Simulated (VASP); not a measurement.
Set up this calculation in VASP 6.6.1, as the native input.

* Task: single point
* Functional: PBE
* Potentials or basis: VASP PAW PBE potentials, release 64 (C)
* Cutoff: 520 eV
* k mesh: 12 × 12 × 4
* Occupations: fermi-dirac, width 0.05 eV
* Spin: no spin polarisation
* Dipole correction: no
* Further INCAR settings: ALGO = Normal; EDIFF = 1e-06; NBANDS = 26

The structure of C lies in POSCAR:

```
C
1.0
    2.5552893324      0.0000000000      0.0000000000
   -1.2776446662      2.2129454759      0.0000000000
    0.0000000000      0.0000000000      8.3454953252
C
8
Direct
    0.6666666667      0.3333333333      0.8437500000
    0.3333333333      0.6666666667      0.3437500000
    0.6666666667      0.3333333333      0.6562500000
    0.3333333333      0.6666666667      0.1562500000
    0.0000000000      0.0000000000      0.9062500000
    0.0000000000      0.0000000000      0.4062500000
    0.0000000000      0.0000000000      0.5937500000
    0.0000000000      0.0000000000      0.0937500000
```

These files were run (other wordings do the same):

INCAR

```
  ALGO = Normal
  EDIFF = 1E-6
  ENCUT = 520
  GGA = PE
  ISIF = 2
  ISMEAR = -1
  LASPH = True
  LCHARG = False
  LREAL = False
  LWAVE = False
  NBANDS = 26
  NELM = 80
  PREC = Accurate
  SIGMA = 0.05
```

KPOINTS

```
k-points
0
Gamma
  12 12 4
```

Potentials or basis: VASP PAW PBE potentials, release 64 (C).

Command:

```bash
$ cat potpaw_PBE.64/C/POTCAR > POTCAR
$ mpirun -np 1 vasp_std > vasp.out
```

Results of the run:

| Item | Value |
| --- | --- |
| Pressure | -13.3 GPa |
| Largest force | 0.305 eV/Å |
| Band gap on the k mesh | 4.32 eV (least direct gap 5.10 eV) |

Caveat: the cell stands under tension.

Wall time 78 s on 1 thread of AMD EPYC 7R13, on a shared host, peak memory 0.15 GiB.
